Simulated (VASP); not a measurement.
# Au in VASP: further runs

The runs below take Au through single point, with PBE.

All numbers are computed with VASP 6.6.1; they aren't measurements. Logs are shortened: lines on timing, memory, paths and dates and some standing lists are left out, and cuts for length are marked.

## (1) The cell of the first run

Symmetry: I4/mmm, No. 139, tetragonal system. Conventional cell: a = 2.980 Å, b = 2.980 Å, c = 4.152 Å, α = 90.00°, β = 90.00°, γ = 90.00°. Within 3.9 Å of Au (site symmetry 4/mmm) lie 12 Au at 2.96 to 2.98 Å.

## (2) Single point, PBE (strain +0.030 along x and y, +0.015 along z)

The input, INCAR:

```
PREC = Accurate
ENCUT = 520
EDIFF = 1E-6
ISMEAR = 0
SIGMA = 0.15
LREAL = F
LASPH = T
NELM = 100
ALGO = Normal
ISIF = 2
LWAVE = F
LCHARG = F
GGA = PE
NBANDS = 12
```

The input, KPOINTS:

```
Automatic mesh
0
Gamma
  20 20 20
```

The input, POSCAR:

```
Au
1.0
    0.0000000000      2.1068650000      2.0761825000
    2.1068650000      0.0000000000      2.0761825000
    2.1068650000      2.1068650000      0.0000000000
Au
1
Direct
    0.0000000000      0.0000000000      0.0000000000
```

Potentials or basis: VASP PAW PBE potentials, release 64 (Au).

On the command line:

```sh
$ cat potpaw_PBE.64/Au/POTCAR > POTCAR
$ mpirun -np 1 vasp_std > vasp.out
```

OUTCAR:

```text
PREC = Accurate
   ENCUT = 520
   EDIFF = 1E-6
   ISMEAR = 0
   LREAL = F
   LASPH = T
   NELM = 100
   ISIF = 2
   GGA = PE

 ion  position               nearest neighbor table
   1  0.000  0.000  0.000-

  LATTYP: Found a body centered tetragonal cell.
 ALAT       =     2.9795570571
 C/A-ratio  =     1.3936182192

  Lattice vectors:

 A1 = (   0.0000000000,  -2.1068650000,  -2.0761825000)
 A2 = (   0.0000000000,   2.1068650000,  -2.0761825000)
 A3 = (   2.1068650000,   0.0000000000,   2.0761825000)

Analysis of symmetry for initial positions (statically):
=====================================================================
 Subroutine PRICEL returns:
 Original cell was already a primitive cell.

 Routine SETGRP: Setting up the symmetry group for a
 body centered tetragonal supercell.

 Subroutine GETGRP returns: Found 16 space group operations
 (whereof 16 operations were pure point group operations)
 out of a pool of 16 trial point group operations.

The static configuration has the point symmetry D_4h.

Analysis of symmetry for dynamics (positions and initial velocities):
=====================================================================
 Subroutine PRICEL returns:
 Original cell was already a primitive cell.

 Routine SETGRP: Setting up the symmetry group for a
 body centered tetragonal supercell.

 Subroutine GETGRP returns: Found 16 space group operations
 (whereof 16 operations were pure point group operations)
 out of a pool of 16 trial point group operations.

The dynamic configuration has the point symmetry D_4h.

 Subroutine INISYM returns: Found 16 space group operations
 (whereof 16 operations are pure point group operations),
 and found     1 'primitive' translations

----------------------------------------------------------------------------------------

                                     Primitive cell

  volume of cell :      18.4319

  direct lattice vectors                    reciprocal lattice vectors
     0.000000000  2.106865000  2.076182500    -0.237319430  0.237319430  0.240826613
     2.106865000  0.000000000  2.076182500     0.237319430 -0.237319430  0.240826613
     2.106865000  2.106865000  0.000000000     0.237319430  0.237319430 -0.240826613

  length of vectors
     2.957940821  2.957940821  2.979557057     0.413084109  0.413084109  0.413084109

  position of ions in fractional coordinates (direct lattice)
     0.000000000  0.000000000  0.000000000

  ion indices of the primitive-cell ions
   primitive index   ion index
                 1           1

----------------------------------------------------------------------------------------

 KPOINTS: Automatic mesh

Automatic generation of k-mesh.
 Grid dimensions read from file:
 generate k-points for:   20   20   20

 Generating k-lattice:

  Cartesian coordinates                     Fractional coordinates (reciprocal lattice)
    -0.011865971  0.011865971  0.012041331     0.050000000 -0.000000000  0.000000000
     0.011865971 -0.011865971  0.012041331    -0.000000000  0.050000000  0.000000000
     0.011865971  0.011865971 -0.012041331     0.000000000  0.000000000  0.050000000

  Length of vectors
     0.020654205  0.020654205  0.020654205

  Shift w.r.t. Gamma in fractional coordinates (k-lattice)
     0.000000000  0.000000000  0.000000000

 Subroutine IBZKPT returns following result:
 ===========================================

 Found    641 irreducible k-points:

 Following reciprocal coordinates:
            Coordinates               Weight
  0.000000  0.000000  0.000000      1.000000
  0.050000 -0.000000  0.000000      8.000000
  0.100000 -0.000000  0.000000      8.000000
  0.150000 -0.000000  0.000000      8.000000
  0.200000 -0.000000  0.000000      8.000000
  0.250000 -0.000000  0.000000      8.000000
[... 16 lines left out ...]
 -0.400000  0.050000  0.000000      8.000000
 -0.350000  0.050000  0.000000      8.000000
 [... further k-points ...]
   k-points           NKPTS =    641   k-points in BZ     NKDIM =    641   number of bands    NBANDS=     12
   number of dos      NEDOS =    301   number of ions     NIONS =      1
   total plane-waves  NPLWV =  13824
   dimension x,y,z NGX =    24 NGY =   24 NGZ =   24
   dimension x,y,z NGXF=    48 NGYF=   48 NGZF=   48
   ions per type =               1
   NGX,Y,Z   is equivalent  to a cutoff of  13.49, 13.49, 13.39 a.u.
   NGXF,Y,Z  is equivalent  to a cutoff of  26.98, 26.98, 26.78 a.u.
 SYSTEM =  unknown system
   PREC   = accura    normal or accurate (medium, high low for compatibility)
   ISTART =      0    job   : 0-new  1-cont  2-samecut
   ICHARG =      2    charge: 1-file 2-atom 10-const
   ISPIN  =      1    spin polarized calculation?
   LNONCOLLINEAR =      F non collinear calculations
   LSORBIT =      F    spin-orbit coupling
   LASPH  =      T    aspherical Exc in radial PAW
   ENCUT  =  520.0 eV  38.22 Ry    6.18 a.u.   5.50  5.50  5.54*2*pi/ulx,y,z
   NELM   =    100;   NELMIN=  2; NELMDL= -5     # of ELM steps
   EDIFF  = 0.1E-05   stopping-criterion for ELM
   LREAL  =      F    real-space projection
   EDIFFG = 0.1E-04   stopping-criterion for IOM
   NSW    =      0    number of steps for IOM
   IBRION =     -1    ionic relax: 0-MD 1-quasi-New 2-CG
   NFREE  =      0    steps in history (QN), initial steepest desc. (CG)
   ISIF   =      2    stress and relaxation
   ISYM   =      2    0-nonsym 1-usesym 2-fastsym
   POTIM  = 0.5000    time-step for ionic-motion
   TEBEG  =    0.0;   TEEND  =   0.0 temperature during run
   PSTRESS=    0.0 pullay stress
   NELECT =      11.0000    total number of electrons
   NUPDOWN=      -1.0000    fix difference up-down
   EMIN   =  10.00;   EMAX   =-10.00  energy-range for DOS
   EFERMI =   0.00;   METHOD = LEGACY
   ISMEAR =     0;   SIGMA  =   0.15  broadening in eV -4-tet -1-fermi 0-gaus
   EFERMI_NEDOS =   21; number of points for ismear=-14 and -15
   IALGO  =     38    algorithm
   IMIX   =      4    mixing-type and parameters
     AMIX     =   0.40;   BMIX     =  1.00
     AMIX_MAG =   1.60;   BMIX_MAG =  1.00
  volume/ion in A,a.u.               =      18.43       124.38
  Fermi-wavevector in a.u.,A,eV,Ry     =   1.378318  2.604643 25.847809  1.899760
  Thomas-Fermi vector in A             =   2.503391
   LORBIT       =      0    0 simple, 1 ext, 2 COOP (PROOUT), +10 PAW based schemes
   GGA     = PE    functional components
   LHFCALC =     F    Hartree Fock is set to
   AEXX    =    0.0000 exact exchange contribution
   IVDW    =     0    specifies the selected vdW correction
   LEPSILON=     F    determine dielectric tensor
   LRPA    =     F    only Hartree local field effects (RPA)
 non-spin polarized calculation
 Gauss-broadening in eV      SIGMA  =   0.15
  energy-cutoff  :      520.00
  volume of cell :       18.43
 maximum number of plane-waves:       531
 NGX is ok and might be reduce to    24
   NGX = 11   NGY = 11   NGZ = 11

 number of electron      11.0000000 magnetization

 Free energy of the ion-electron system (eV)
  ---------------------------------------------------
  ext. energy  EPLUGINS =         0.00000000
  ---------------------------------------------------
  free energy    TOTEN  =        -3.21781023 eV

  energy without entropy =       -3.21503377  energy(sigma->0) =       -3.21642200

 E-fermi :   8.1903     XC(G=0): -12.2511

 val. band max:        8.1775957010   @ k =   0.5000   0.0500   0.1500
 cond. band min:       8.1908963846   @ k =   0.5000   0.2500   0.1000
 fundamental gap:      0.0133006836
 Fermi energy:         8.1902783431

 k-point     1 :       0.0000    0.0000    0.0000
  band No.  band energies     occupation
      1      -0.8336      2.00000
      2       3.8911      2.00000
      3       3.8911      2.00000
      4       4.0050      2.00000
      5       5.1838      2.00000
      6       5.3063      2.00000
      7      22.8241      0.00000
      8      26.3021      0.00000
      9      26.3021      0.00000
     10      26.5015      0.00000
     11      31.0360      0.00000
     12      34.7012      0.00000

 k-point     2 :       0.0500   -0.0000    0.0000
  band No.  band energies     occupation
      1      -0.7520      2.00000
      2       3.8805      2.00000
      3       3.9182      2.00000
      4       4.0178      2.00000
      5       5.1734      2.00000
      6       5.2933      2.00000
      7      22.9095      0.00000
      8      25.7645      0.00000
      9      26.3864      0.00000
     10      26.5254      0.00000
     11      31.5014      0.00000
     12      33.7481      0.00000

 k-point     3 :       0.1000   -0.0000    0.0000
  band No.  band energies     occupation
      1      -0.5122      2.00000
      2       3.8307      2.00000
      3       3.9904      2.00000
      4       4.0761      2.00000
      5       5.1518      2.00000
      6       5.2629      2.00000
      7      23.0874      0.00000
      8      24.5004      0.00000
      9      26.6234      0.00000
     10      26.7526      0.00000
     11      31.3026      0.00000
     12      33.2561      0.00000
[... 286 lines left out ...]
 k-point    23 :      -0.4000    0.0500    0.0000
  band No.  band energies     occupation
      1       1.6444      2.00000
      2       3.9289      2.00000
      3       3.9734      2.00000
      4       5.6678      2.00000
      5       6.0735      2.00000
      6       6.8505      2.00000
      7      12.6985      0.00000
      8      22.5253      0.00000
      9      24.5148      0.00000
     10      25.2517      0.00000
     11      31.4717      0.00000
     12      31.6840      0.00000

 k-point    24 :      -0.3500    0.0500    0.0000
  band No.  band energies     occupation
      1       1.5928      2.00000
      2       3.9927      2.00000
      3       4.0440      2.00000
      4       5.0031      2.00000
      5       5.8252      2.00000
      6       6.2958      2.00000
      7      14.4546      0.00000
      8      22.8309      0.00000
      9      24.8398      0.00000
     10      26.0997      0.00000
     11      30.6581      0.00000
     12      31.2332      0.00000

 [... further k-points ...]
[... 5 lines left out ...]
  --------------------------------------------------------------------------------------
  -------------------------------------------------------------------------------------
  Total       -0.4125235     -0.4125235     -0.3766971      0.0000000      0.0000000      0.0000000
  in kB      -35.8583500    -35.8583500    -32.7441693      0.0000000      0.0000000      0.0000000
  external PRESSURE =     -34.8202898 kB  Pullay stress =       0.0000000 kB

 VOLUME and BASIS-vectors are now :
 -----------------------------------------------------------------------------
  energy-cutoff  :      520.00
  volume of cell :       18.43
      direct lattice vectors                 reciprocal lattice vectors
     0.000000000  2.106865000  2.076182500    -0.237319430  0.237319430  0.240826613
     2.106865000  0.000000000  2.076182500     0.237319430 -0.237319430  0.240826613
     2.106865000  2.106865000  0.000000000     0.237319430  0.237319430 -0.240826613

 POSITION                                       TOTAL-FORCE (eV/Angst)
 -----------------------------------------------------------------------------------
      0.00000      0.00000      0.00000         0.000000      0.000000     -0.000000
 -----------------------------------------------------------------------------------
    total drift:                               -0.000000      0.000000      0.000000

  FREE ENERGIE OF THE ION-ELECTRON SYSTEM (eV)
  ---------------------------------------------------
  free  energy   TOTEN  =        -3.2178102272 eV

  energy  without entropy=       -3.2150337652  energy(sigma->0) =       -3.21642200
```

Run time: 3.2 min. Hardware: 1 thread of AMD EPYC 7R43 (Zen 3), shared host; peak memory 0.21 GiB.

What came out:

- Free energy: -3.2178 eV
- Pressure: -3.5 GPa

Levels at points of the mesh, in eV from the Fermi level:
| k point | band 3 | band 4 | band 5 | band 6 | band 7 | band 8 | band 9 | band 10 |
| --- | --- | --- | --- | --- | --- | --- | --- | --- |
| (0.00, 0.00, 0.00) | -4.30 | -4.19 | -3.01 | -2.88 | 14.63 | 18.11 | 18.11 | 18.31 |
| (0.50, 0.00, 0.00) | -4.24 | -1.93 | -1.87 | -0.57 | 2.70 | 14.05 | 16.40 | 16.74 |
| (0.50, 0.50, 0.00) | -1.94 | -1.61 | -1.61 | 1.43 | 5.41 | 9.65 | 9.65 | 16.26 |
| (0.50, 0.00, 0.50) | -1.94 | -1.67 | -1.58 | 1.19 | 5.09 | 9.89 | 9.90 | 16.48 |

Caveat: the cell differs from its parent crystal (strain +0.030 along x and y, +0.015 along z); spin-orbit coupling is left out, which moves the levels of the heavy elements.

## (3) Single point, PBE (strain -0.015 along x and y, -0.015 along z)

The input, INCAR:

```
  ALGO = Fast
  EDIFF = 1E-7
  ENCUT = 520
  GGA = PE
  ISIF = 2
  ISMEAR = 0
  LASPH = True
  LCHARG = False
  LREAL = False
  LWAVE = False
  NBANDS = 12
  NELM = 60
  PREC = Accurate
  SIGMA = 0.15
```

The input, KPOINTS:

```
k-points
0
Gamma
  20 20 20
```

The input, POSCAR:

```
Au
1.0
    0.0000000000      2.0148175000      2.0148175000
    2.0148175000      0.0000000000      2.0148175000
    2.0148175000      2.0148175000      0.0000000000
Au
1
Direct
    0.0000000000      0.0000000000      0.0000000000
```

Potentials or basis: VASP PAW PBE potentials, release 64 (Au).

On the command line:

```sh
$ cat potpaw_PBE.64/Au/POTCAR > POTCAR
$ mpirun -np 1 vasp_std > vasp.out
```

Wall time 17 s (1 thread of Intel Xeon 6975P-C (Granite Rapids), shared host); peak memory 0.17 GiB.

Results (log left out):

```
Free energy : -3.1459 eV
Pressure    : 17.1 GPa
```

Levels at points of the mesh, in eV from the Fermi level:
```
           k point  band 2  band 3  band 4  band 5  band 6  band 7  band 8  band 9  band 10  band 11
(0.00, 0.00, 0.00)   -4.92   -4.92   -4.92   -3.29   -3.29   14.46   18.70   18.70    18.70    23.73
(0.50, 0.00, 0.00)   -4.96   -4.96   -2.00   -2.00   -1.15    3.30   13.92   17.44    17.44    25.56
(0.50, 0.50, 0.00)   -7.12   -2.05   -1.65   -1.65    0.91    6.12   10.13   10.13    17.67    20.39
```

Caveat: the cell differs from its parent crystal (strain -0.015 along x and y, -0.015 along z); spin-orbit coupling is left out, which moves the levels of the heavy elements.

## (4) Single point, PBE (strain +0.015 along x and y, +0.015 along z)

The input, INCAR:

```
ALGO = Normal ; EDIFF = 1E-7
ENCUT = 520 ; GGA = PE
ISIF = 2 ; ISMEAR = 0
LASPH = T ; LCHARG = F
LREAL = F ; LWAVE = F
NBANDS = 12 ; NELM = 100
PREC = Accurate ; SIGMA = 0.15
```

KPOINTS is that of step 3.

The input, POSCAR:

```
Au
1.0
    0.0000000000      2.0761825000      2.0761825000
    2.0761825000      0.0000000000      2.0761825000
    2.0761825000      2.0761825000      0.0000000000
Au
1
Direct
    0.0000000000      0.0000000000      0.0000000000
```

On the command line:

```sh
$ cat potpaw_PBE.64/Au/POTCAR > POTCAR
$ mpirun -np 1 vasp_std > vasp.out
```

It took 14 s on 1 thread of Intel Xeon 6975P-C (Granite Rapids), shared host; peak memory 0.18 GiB.

The run converged. Its results:

```yaml
Free_energy: -3.2230 eV
Pressure: 0.4 GPa
```

Levels at points of the mesh, in eV from the Fermi level:
```tsv
k point	band 2	band 3	band 4	band 5	band 6	band 7	band 8	band 9	band 10	band 11
(0.00, 0.00, 0.00)	-4.41	-4.41	-4.41	-3.02	-3.02	14.61	18.32	18.32	18.32	23.07
(0.50, 0.00, 0.00)	-4.44	-4.44	-1.92	-1.92	-0.70	2.84	14.05	16.79	16.79	24.22
(0.50, 0.50, 0.00)	-6.30	-1.96	-1.62	-1.62	1.19	5.41	9.90	9.90	16.71	19.18
```

Caveat: the cell differs from its parent crystal (strain +0.015 along x and y, +0.015 along z); spin-orbit coupling is left out, which moves the levels of the heavy elements.

## (5) Single point, PBE (strain -0.030 along x and y, +0.000 along z)

The input, INCAR:

```
SYSTEM = Au
  ALGO = Normal
  EDIFF = 1E-6
  ENCUT = 520
  GGA = PE
  ISIF = 2
  ISMEAR = 0
  LASPH = .True.
  LCHARG = .True.
  LELF = .True.
  LREAL = .False.
  LVHAR = .True.
  LWAVE = .False.
  NBANDS = 12
  NELM = 80
  PREC = Accurate
  SIGMA = 0.15
```

The input, KPOINTS:

```
k-points
0
Gamma
  20 20 20
  0 0 0
```

The input, POSCAR:

```
Au
1.0
    0.0000000000      1.9841350000      2.0455000000
    1.9841350000      0.0000000000      2.0455000000
    1.9841350000      1.9841350000      0.0000000000
Au
1
Direct
    0.0000000000      0.0000000000      0.0000000000
```

On the command line:

```sh
$ cat potpaw_PBE.64/Au/POTCAR > POTCAR
$ mpirun -np 1 vasp_std > vasp.out
```

It took 32 s on 1 thread of Intel Xeon 6975P-C (Granite Rapids), shared host; peak memory 0.24 GiB.

Results (log left out):

* Free energy: -3.1146 eV
* Pressure: 20.8 GPa

Stress tensor (GPa, compression positive):
```
21.28  0.00  0.00
 0.00 21.28  0.00
 0.00  0.00 19.90
```

Levels at points of the mesh, in eV from the Fermi level:
```tsv
k point	band 4	band 5	band 6	band 7	band 8	band 9
(0.00, 0.00, 0.00)	-4.92	-3.53	-3.19	14.42	18.34	18.94
(0.50, 0.00, 0.00)	-2.10	-1.96	-1.24	3.38	13.83	17.26
(0.50, 0.50, 0.00)	-1.69	-1.69	0.49	5.74	10.52	10.52
(0.50, 0.00, 0.50)	-1.79	-1.54	1.03	6.49	9.93	10.03
```

Caveat: the cell differs from its parent crystal (strain -0.030 along x and y, +0.000 along z); spin-orbit coupling is left out, which moves the levels of the heavy elements.

## (6) The runs side by side

```tsv
cell	gap on the mesh (eV)	pressure (GPa)
a = 2.958, b = 2.958, c = 2.980 Å, angles 59.8, 59.8, 60.5°, 1 atom	none	-3.5
a = 2.849 Å, angles 60.0°, 1 atom	none	17.1
a = 2.936 Å, angles 60.0°, 1 atom	none	0.4
a = 2.850, b = 2.850, c = 2.806 Å, angles 60.5, 60.5, 59.0°, 1 atom	none	20.8
```

Alike in all rows: task single point; level PBE; potentials or basis VASP PAW PBE potentials, release 64 (Au); no spin polarisation; k mesh 20 × 20 × 20; cutoff (eV) 520; smearing gaussian 0.15 eV.

Caveats: spin-orbit coupling is left out, which moves the levels of the heavy elements.

Absolute energies hang on the potentials; compare differences alone.
